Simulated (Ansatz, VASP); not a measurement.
# One calculation of ZnS, two programs

The input INCAR:

```
SYSTEM = ZnS
  ALGO = Normal
  EDIFF = 1E-7
  ENCUT = 520
  GGA = PE
  ISIF = 2
  ISMEAR = -1
  LASPH = .TRUE.
  LCHARG = .FALSE.
  LREAL = .FALSE.
  LWAVE = .FALSE.
  NBANDS = 26
  NELM = 100
  PREC = Accurate
  SIGMA = 0.02
```

Contents of KPOINTS:

```
k-points
0
G
  12 12 4
  0 0 0
```

Contents of POSCAR:

```
ZnS
1.0
    3.6532328224      0.0000000000      0.0000000000
   -1.8266164112      3.1637924301      0.0000000000
    0.0000000000      0.0000000000      5.9942333867
Zn S
2 2
Direct
    0.3333333333      0.6666666667      0.0007012089
    0.6666666667      0.3333333333      0.5007012089
    0.3333333333      0.6666666667      0.3742987911
    0.6666666667      0.3333333333      0.8742987911
```

Input for Ansatz:

```yaml
crystal:
  lattice:
    - [3.6532328224, 0.0, 0.0]
    - [-1.8266164112, 3.1637924301, 0.0]
    - [0.0, 0.0, 5.9942333867]
  atoms:
    - { symbol: Zn, position: [0.3333333333, 0.6666666667, 0.0007012089] }
    - { symbol: Zn, position: [0.6666666667, 0.3333333333, 0.5007012089] }
    - { symbol: S, position: [0.3333333333, 0.6666666667, 0.3742987911] }
    - { symbol: S, position: [0.6666666667, 0.3333333333, 0.8742987911] }
kpoints:
  mp_grid: { grid: [12, 12, 4] }
  band_path:
    path:
      - [0.0, 0.0, 0.0]
      - [0.5, 0.0, 0.0]
      - [0.3333333333, 0.3333333333, 0.0]
      - [0.0, 0.0, 0.5]
      - [0.5, 0.0, 0.5]
      - [0.3333333333, 0.3333333333, 0.5]
    npoints: 1
hamiltonian:
  xc: pbe
scf:
  occupations: { method: fermi_dirac, width: 0.02 }
  n_extra_bands: 5
output:
  forces: true
  stress: true
  eigenvalues: true
```

Change from the starting cell: hydrostatic strain -4.0%.

Alike in both runs: task single point; functional PBE; k mesh 12 × 12 × 4; occupations fermi-dirac, width 0.02 eV; no spin polarisation.

```csv
,VASP,Ansatz
version,VASP 6.6.1,Ansatz 0.2.0
potentials or method,"VASP PAW PBE potentials, release 64 (Zn, S)","plane waves, PAW"
plane-wave cutoff (eV),520,420
valence electrons in the cell,36,36
```

|  | VASP | Ansatz | Ansatz less VASP |
| --- | --- | --- | --- |
| gap on the k mesh at the Fermi level (eV) | 2.79 | 2.78 | -0.015 |
| pressure (GPa) | 15.1 | 14.8 | -0.25 |
| traceless stress, the component that is largest in VASP (GPa) | 0.44 | 0.44 | -0.006 |

The functional is the same, so the differences come from potentials, cutoffs and numerics.
